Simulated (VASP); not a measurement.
Crystal: P.

```
P
1.0
    -1.69151    2.51517    1.85894
     1.69151   -2.51517    1.85894
     1.69151    2.51517   -1.85894
P
2
Cartesian
  1.6915 1.2576 1.6607
  0.0000 1.2576 0.1982
```

Base run:

```yaml
Program: VASP 6.6.1
Functional: PBE
Potentials_or_basis: VASP PAW PBE potentials, release 64 (P)
Cutoff: 520 eV
k_mesh: 11 × 11 × 11
Occupations: fermi-dirac, width 0.05 eV
Spin: no spin polarisation
```

Its results: band gap on the k mesh zero (band 5 reaches 9.39 eV, above the bottom of band 6 at 8.85 eV); pressure 2.4 GPa; largest force 0.326 eV/Å.

Task: The run is repeated on the same cell with these changes: dispersion from none to D3(BJ). What comes out?

Result: Band gap on the k mesh zero (band 5 reaches 9.39 eV, above the bottom of band 6 at 8.85 eV); pressure -2.2 GPa; largest force 0.321 eV/Å.

Dispersion adds attraction, which lowers the pressure at fixed volume and, as a term added to the energy, leaves the levels alone.

Caveats: three body term missing (some runs); pairwise dispersion overbinds metals, which lowers pressure and volume (some runs).
